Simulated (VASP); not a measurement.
# YSe (Fm-3m) in VASP: further runs

YSe is run at these levels: LDA; tasks: single point.

Everything below comes from runs of VASP 6.6.1. Logs are shortened: lines on timing, memory, paths and dates and some standing lists are left out, and cuts for length are marked.

## Step 1: The cell of the first run

Symmetry: Fm-3m, No. 225, cubic system. Conventional cell: a = 5.645 Å, b = 5.645 Å, c = 5.645 Å, α = 90.00°, β = 90.00°, γ = 90.00°. Y (site symmetry m-3m) has 6 Se at 2.82 Å within 3.7 Å. Se (site symmetry m-3m) has 6 Y at 2.82 Å within 3.7 Å.

## Step 2: Single point, LDA

Input file INCAR:

```
SYSTEM = YSe
ALGO = Normal
EDIFF = 1E-6
ENCUT = 520
ISIF = 2
ISMEAR = 0
LASPH = .TRUE.
LCHARG = .TRUE.
LELF = .TRUE.
LREAL = .FALSE.
LVHAR = .TRUE.
LWAVE = .FALSE.
NBANDS = 16
NELM = 100
PREC = Accurate
SIGMA = 0.1
```

Input file KPOINTS:

```
k-points
0
G
  7 7 7
  0 0 0
```

Input file POSCAR:

```
YSe
1.0
    0.0000000000      2.8226950003      2.8226950003
    2.8226950003      0.0000000000      2.8226950003
    2.8226950003      2.8226950003      0.0000000000
Y Se
1 1
Direct
    0.5000000000      0.5000000000      0.5000000000
    0.0000000000      0.0000000000      0.0000000000
```

Potentials or basis: VASP PAW LDA potentials, release 64 (Y_sv, Se).

On the command line:

```bash
$ cat potpaw_LDA.64/Y_sv/POTCAR potpaw_LDA.64/Se/POTCAR > POTCAR
$ mpirun -np 1 vasp_std > vasp.out
```

OUTCAR:

```text
SYSTEM = YSe
   EDIFF = 1E-6
   ENCUT = 520
   ISIF = 2
   ISMEAR = 0
   LASPH = .TRUE.
   LREAL = .FALSE.
   NELM = 100
   PREC = Accurate

 ion  position               nearest neighbor table
   1  0.500  0.500  0.500-   2 2.82   2 2.82   2 2.82   2 2.82   2 2.82   2 2.82
   2  0.000  0.000  0.000-   1 2.82   1 2.82   1 2.82   1 2.82   1 2.82   1 2.82

  LATTYP: Found a face centered cubic cell.
 ALAT       =     5.6453900006

  Lattice vectors:

 A1 = (   0.0000000000,   2.8226950003,   2.8226950003)
 A2 = (   2.8226950003,   0.0000000000,   2.8226950003)
 A3 = (   2.8226950003,   2.8226950003,   0.0000000000)

Analysis of symmetry for initial positions (statically):
=====================================================================
 Subroutine PRICEL returns:
 Original cell was already a primitive cell.

 Routine SETGRP: Setting up the symmetry group for a
 face centered cubic supercell.

 Subroutine GETGRP returns: Found 48 space group operations
 (whereof 48 operations were pure point group operations)
 out of a pool of 48 trial point group operations.

The static configuration has the point symmetry O_h .

Analysis of symmetry for dynamics (positions and initial velocities):
=====================================================================
 Subroutine PRICEL returns:
 Original cell was already a primitive cell.

 Routine SETGRP: Setting up the symmetry group for a
 face centered cubic supercell.

 Subroutine GETGRP returns: Found 48 space group operations
 (whereof 48 operations were pure point group operations)
 out of a pool of 48 trial point group operations.

The dynamic configuration has the point symmetry O_h .

 Subroutine INISYM returns: Found 48 space group operations
 (whereof 48 operations are pure point group operations),
 and found     1 'primitive' translations

----------------------------------------------------------------------------------------

                                     Primitive cell

  volume of cell :      44.9802

  direct lattice vectors                    reciprocal lattice vectors
     0.000000000  2.822695000  2.822695000    -0.177135681  0.177135681  0.177135681
     2.822695000  0.000000000  2.822695000     0.177135681 -0.177135681  0.177135681
     2.822695000  2.822695000  0.000000000     0.177135681  0.177135681 -0.177135681

  length of vectors
     3.991893552  3.991893552  3.991893552     0.306807999  0.306807999  0.306807999

  position of ions in fractional coordinates (direct lattice)
     0.500000000  0.500000000  0.500000000
     0.000000000  0.000000000  0.000000000

  ion indices of the primitive-cell ions
   primitive index   ion index
                 1           1
                 2           2

----------------------------------------------------------------------------------------

 KPOINTS: k-points

Automatic generation of k-mesh.
 Grid dimensions read from file:
 generate k-points for:    7    7    7

 Generating k-lattice:

  Cartesian coordinates                     Fractional coordinates (reciprocal lattice)
    -0.025305097  0.025305097  0.025305097     0.142857143  0.000000000  0.000000000
     0.025305097 -0.025305097  0.025305097     0.000000000  0.142857143  0.000000000
     0.025305097  0.025305097 -0.025305097     0.000000000  0.000000000  0.142857143

  Length of vectors
     0.043829714  0.043829714  0.043829714

  Shift w.r.t. Gamma in fractional coordinates (k-lattice)
     0.000000000  0.000000000  0.000000000

 Subroutine IBZKPT returns following result:
 ===========================================

 Found     20 irreducible k-points:

 Following reciprocal coordinates:
            Coordinates               Weight
  0.000000  0.000000  0.000000      1.000000
  0.142857  0.000000  0.000000      8.000000
  0.285714  0.000000  0.000000      8.000000
  0.428571  0.000000  0.000000      8.000000
  0.142857  0.142857  0.000000      6.000000
  0.285714  0.142857  0.000000     24.000000
[... 12 lines left out ...]
 -0.428571  0.428571  0.142857     24.000000
 -0.285714  0.428571  0.142857     24.000000
   k-points           NKPTS =     20   k-points in BZ     NKDIM =     20   number of bands    NBANDS=     16
   number of dos      NEDOS =    301   number of ions     NIONS =      2
   total plane-waves  NPLWV =  27000
   dimension x,y,z NGX =    30 NGY =   30 NGZ =   30
   dimension x,y,z NGXF=    60 NGYF=   60 NGZF=   60
   ions per type =               1   1
   NGX,Y,Z   is equivalent  to a cutoff of  12.49, 12.49, 12.49 a.u.
   NGXF,Y,Z  is equivalent  to a cutoff of  24.99, 24.99, 24.99 a.u.
 SYSTEM =  YSe
   PREC   = accura    normal or accurate (medium, high low for compatibility)
   ISTART =      0    job   : 0-new  1-cont  2-samecut
   ICHARG =      2    charge: 1-file 2-atom 10-const
   ISPIN  =      1    spin polarized calculation?
   LNONCOLLINEAR =      F non collinear calculations
   LSORBIT =      F    spin-orbit coupling
   LASPH  =      T    aspherical Exc in radial PAW
   ENCUT  =  520.0 eV  38.22 Ry    6.18 a.u.   7.42  7.42  7.42*2*pi/ulx,y,z
   NELM   =    100;   NELMIN=  2; NELMDL= -5     # of ELM steps
   EDIFF  = 0.1E-05   stopping-criterion for ELM
   LREAL  =      F    real-space projection
   EDIFFG = 0.1E-04   stopping-criterion for IOM
   NSW    =      0    number of steps for IOM
   IBRION =     -1    ionic relax: 0-MD 1-quasi-New 2-CG
   NFREE  =      0    steps in history (QN), initial steepest desc. (CG)
   ISIF   =      2    stress and relaxation
   ISYM   =      2    0-nonsym 1-usesym 2-fastsym
   POTIM  = 0.5000    time-step for ionic-motion
   TEBEG  =    0.0;   TEEND  =   0.0 temperature during run
   PSTRESS=    0.0 pullay stress
   NELECT =      17.0000    total number of electrons
   NUPDOWN=      -1.0000    fix difference up-down
   EMIN   =  10.00;   EMAX   =-10.00  energy-range for DOS
   EFERMI =   0.00;   METHOD = LEGACY
   ISMEAR =     0;   SIGMA  =   0.10  broadening in eV -4-tet -1-fermi 0-gaus
   EFERMI_NEDOS =   21; number of points for ismear=-14 and -15
   IALGO  =     38    algorithm
   IMIX   =      4    mixing-type and parameters
     AMIX     =   0.40;   BMIX     =  1.00
     AMIX_MAG =   1.60;   BMIX_MAG =  1.00
  volume/ion in A,a.u.               =      22.49       151.77
  Fermi-wavevector in a.u.,A,eV,Ry     =   1.183633  2.236743 19.061597  1.400988
  Thomas-Fermi vector in A             =   2.319864
   LORBIT       =      0    0 simple, 1 ext, 2 COOP (PROOUT), +10 PAW based schemes
   GGA     = CA    functional components
   LHFCALC =     F    Hartree Fock is set to
   AEXX    =    0.0000 exact exchange contribution
   IVDW    =     0    specifies the selected vdW correction
   LEPSILON=     F    determine dielectric tensor
   LRPA    =     F    only Hartree local field effects (RPA)
 non-spin polarized calculation
 Gauss-broadening in eV      SIGMA  =   0.10
  energy-cutoff  :      520.00
  volume of cell :       44.98
 maximum number of plane-waves:      1243
 NGX is ok and might be reduce to    30
   NGX = 15   NGY = 15   NGZ = 15

 number of electron      17.0000002 magnetization

 Free energy of the ion-electron system (eV)
  ---------------------------------------------------
  ext. energy  EPLUGINS =         0.00000000
  ---------------------------------------------------
  free energy    TOTEN  =       -14.93355951 eV

  energy without entropy =      -14.92815514  energy(sigma->0) =      -14.93085733

 E-fermi :   6.3642     XC(G=0): -10.6576

 val. band max:        6.2207470424   @ k =   0.1429   0.0000   0.0000
 cond. band min:       6.3846947288   @ k =   0.1429   0.0000   0.0000
 fundamental gap:      0.1639476864
 Fermi energy:         6.3642484094

 k-point     1 :       0.0000    0.0000    0.0000
  band No.  band energies     occupation
      1     -36.9646      2.00000
      2     -17.0651      2.00000
      3     -17.0651      2.00000
      4     -17.0651      2.00000
      5      -9.0186      2.00000
      6       3.3325      2.00000
[... 8 lines left out ...]
     15      12.5418      0.00000
     16      18.8550      0.00000

 k-point     2 :       0.1429    0.0000    0.0000
  band No.  band energies     occupation
      1     -36.9605      2.00000
      2     -17.1372      2.00000
      3     -17.0692      2.00000
      4     -17.0692      2.00000
      5      -8.8096      2.00000
      6       2.1427      2.00000
[... 8 lines left out ...]
     15      13.3563      0.00000
     16      16.7729      0.00000

 k-point     3 :       0.2857    0.0000    0.0000
  band No.  band energies     occupation
      1     -36.9514      2.00000
      2     -17.2916      2.00000
      3     -17.0782      2.00000
      4     -17.0782      2.00000
      5      -8.3115      2.00000
      6       0.4681      2.00000
[... 8 lines left out ...]
     15      13.8024      0.00000
     16      14.9607      0.00000

 k-point     4 :       0.4286    0.0000    0.0000
  band No.  band energies     occupation
      1     -36.9441      2.00000
      2     -17.4090      2.00000
      3     -17.0854      2.00000
      4     -17.0854      2.00000
      5      -7.8691      2.00000
      6      -0.5831      2.00000
[... 8 lines left out ...]
     15      12.8896      0.00000
     16      12.8896      0.00000
[... 248 lines left out ...]
 k-point    18 :      -0.4286    0.2857    0.1429
  band No.  band energies     occupation
      1     -36.9395      2.00000
      2     -17.3328      2.00000
      3     -17.1793      2.00000
      4     -17.1200      2.00000
      5      -8.0314      2.00000
      6       0.0994      2.00000
[... 8 lines left out ...]
     15      13.2729      0.00000
     16      13.9830      0.00000

 k-point    19 :      -0.4286    0.4286    0.1429
  band No.  band energies     occupation
      1     -36.9371      2.00000
      2     -17.2958      2.00000
      3     -17.1883      2.00000
      4     -17.1650      2.00000
      5      -8.2117      2.00000
      6       0.7074      2.00000
[... 8 lines left out ...]
     15      13.6381      0.00000
     16      15.0886      0.00000

 k-point    20 :      -0.2857    0.4286    0.1429
  band No.  band energies     occupation
      1     -36.9365      2.00000
      2     -17.2589      2.00000
      3     -17.2515      2.00000
      4     -17.1565      2.00000
      5      -8.1121      2.00000
      6       0.7384      2.00000
[... 8 lines left out ...]
     15      13.8477      0.00000
     16      14.1351      0.00000

------------------------ aborting loop because EDIFF is reached ----------------------------------------

  FORCE on cell =-STRESS in cart. coord.  units (eV):
  Direction    XX          YY          ZZ          XY          YZ          ZX
  --------------------------------------------------------------------------------------
  -------------------------------------------------------------------------------------
  Total        0.0157360      0.0157360      0.0157360      0.0000000     -0.0000000      0.0000000
  in kB        0.5605097      0.5605097      0.5605097      0.0000000     -0.0000000      0.0000000
  external PRESSURE =       0.5605097 kB  Pullay stress =       0.0000000 kB

 VOLUME and BASIS-vectors are now :
 -----------------------------------------------------------------------------
  energy-cutoff  :      520.00
  volume of cell :       44.98
      direct lattice vectors                 reciprocal lattice vectors
     0.000000000  2.822695000  2.822695000    -0.177135681  0.177135681  0.177135681
     2.822695000  0.000000000  2.822695000     0.177135681 -0.177135681  0.177135681
     2.822695000  2.822695000  0.000000000     0.177135681  0.177135681 -0.177135681

 POSITION                                       TOTAL-FORCE (eV/Angst)
 -----------------------------------------------------------------------------------
      2.82270      2.82270      2.82270         0.000000      0.000000      0.000000
      0.00000      0.00000      0.00000        -0.000000     -0.000000     -0.000000
 -----------------------------------------------------------------------------------
    total drift:                                0.000000     -0.000000      0.000000

  FREE ENERGIE OF THE ION-ELECTRON SYSTEM (eV)
  ---------------------------------------------------
  free  energy   TOTEN  =       -14.9335595125 eV

  energy  without entropy=      -14.9281551428  energy(sigma->0) =      -14.93085733
```

It took 34 s on 1 thread of Intel Xeon 8259CL, shared host; peak memory 0.17 GiB.

What came out:

```yaml
Free_energy: -14.9336 eV
Pressure: 0.1 GPa
```

## Step 3: Single point, LDA

This run uses another cell than the first one, of 23.19 Å³/atom, 1.031 times its volume.

Input file INCAR:

```
SYSTEM = YSe
ALGO     = Normal         ! electronic algorithm
EDIFF    = 1E-6           ! SCF threshold, eV
ENCUT    = 520            ! plane-wave cutoff, eV
GGA      = CA             ! functional
ISIF     = 2              ! what is computed and relaxed
ISMEAR   = 0              ! smearing method
LASPH    = .True.         ! aspherical terms in the spheres
LCHARG   = .True.         ! write CHGCAR
LELF     = .True.         ! ELF
LREAL    = .False.        ! projectors in reciprocal space
LVHAR    = .True.       
LWAVE    = .False.        ! write WAVECAR
NBANDS   = 16             ! bands
NELM     = 100            ! most SCF steps
PREC     = Accurate       ! precision mode
SIGMA    = 0.1            ! smearing width, eV
```

Input file KPOINTS:

```
k-points
0
Gamma
  7 7 7
  0 0 0
```

Input file POSCAR:

```
YSe
1.0
    0.0000000000      2.8515000000      2.8515000000
    2.8515000000      0.0000000000      2.8515000000
    2.8515000000      2.8515000000      0.0000000000
Y Se
1 1
Direct
    0.5000000000      0.5000000000      0.5000000000
    0.0000000000      0.0000000000      0.0000000000
```

Potentials or basis: VASP PAW LDA potentials, release 64 (Y_sv, Se).

On the command line:

```bash
$ cat potpaw_LDA.64/Y_sv/POTCAR potpaw_LDA.64/Se/POTCAR > POTCAR
$ mpirun -np 1 vasp_std > vasp.out
```

Wall time 35 s (1 thread of Intel Xeon 8259CL, shared host); peak memory 0.17 GiB.

It converged, with:

| Quantity | Value |
| --- | --- |
| Free energy | -14.9223 eV |
| Pressure | -2.6 GPa |

Levels at points of the mesh, in eV from the Fermi level:
```csv
k point,band 7,band 8,band 9,band 10,band 11,band 12
"(0.00, 0.00, 0.00)",-3.05,-3.05,-0.33,-0.33,-0.33,0.46
```

(Continued in part 2 of 2.)
